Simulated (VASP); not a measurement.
GaP, 2 atoms in the cell. It takes space group F-43m (No. 216, cubic). Conventional cell: a = 5.287 Å, b = 5.287 Å, c = 5.287 Å, α = 90.00°, β = 90.00°, γ = 90.00°. Within 3.0 Å of Ga (site symmetry -43m) lie 4 P at 2.29 Å. P (site symmetry -43m) has 4 Ga at 2.29 Å within 3.0 Å.  This cell differs from its parent crystal: strain -3.0%.

| Property | Result |
| --- | --- |
| Program | VASP 6.6.1 |
| Task | single point |
| Functional | PBE |
| Potentials or basis | VASP PAW PBE potentials, release 64 (Ga_d, P) |
| Cutoff | 520 eV |
| k mesh | 8 × 8 × 8 |
| Occupations | fermi-dirac, width 0.02 eV |
| Spin | no spin polarisation |
| Dipole correction | no |
| Further INCAR settings | ALGO = Normal; EDIFF = 1e-06; NBANDS = 16 |

Potentials or basis: VASP PAW PBE potentials, release 64 (Ga_d, P).

Command:

```bash
$ cat potpaw_PBE.64/Ga_d/POTCAR potpaw_PBE.64/P/POTCAR > POTCAR
$ mpirun -np 1 vasp_std > vasp.out
```

Hardware: 1 thread of AMD EPYC 7R13, with other jobs on the host.

Q: How long does it take, and how much memory?

A: Wall time 20 s on 1 thread of AMD EPYC 7R13 (shared host), peak memory 0.13 GiB. Counts: scf iterations 12, k points 29.
